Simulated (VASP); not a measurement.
Runs of VASP 6.6.1 on FeCu. The structure is that of space group Fm-3m (No. 225), or close to it. The cells are those of the table. 

```tsv
cell	gap on the mesh (eV)	pressure (GPa)	moment (μB)
a = 3.068 Å, angles 60.0°, 2 atoms	none	76.5	2.68
a = 3.027 Å, angles 60.0°, 2 atoms	none	93.4	2.51
a = 3.109 Å, angles 60.0°, 2 atoms	none	(b)	(c)
a = 3.006 Å, angles 60.0°, 2 atoms	none	102.9	2.42
a = 3.089 Å, angles 60.0°, 2 atoms	none	68.6	2.73
a = 3.129 Å, angles 60.0°, 2 atoms	none	55.0	2.79
a = 3.048 Å, angles 60.0°, 2 atoms	none	85.0	(a)
```

Alike in all rows: task single point; level PBE; potentials or basis VASP PAW PBE potentials, release 64 (Fe, Cu); spin collinear, ferromagnetic start; k mesh 11 × 11 × 11; cutoff (eV) 520; smearing fermi-dirac 0.05 eV.

Q: Fill in the values left out.

A: (a) 2.61; (b) 61.5; (c) 2.76.

A gap of «none» marks levels without a gap at the run's occupations.
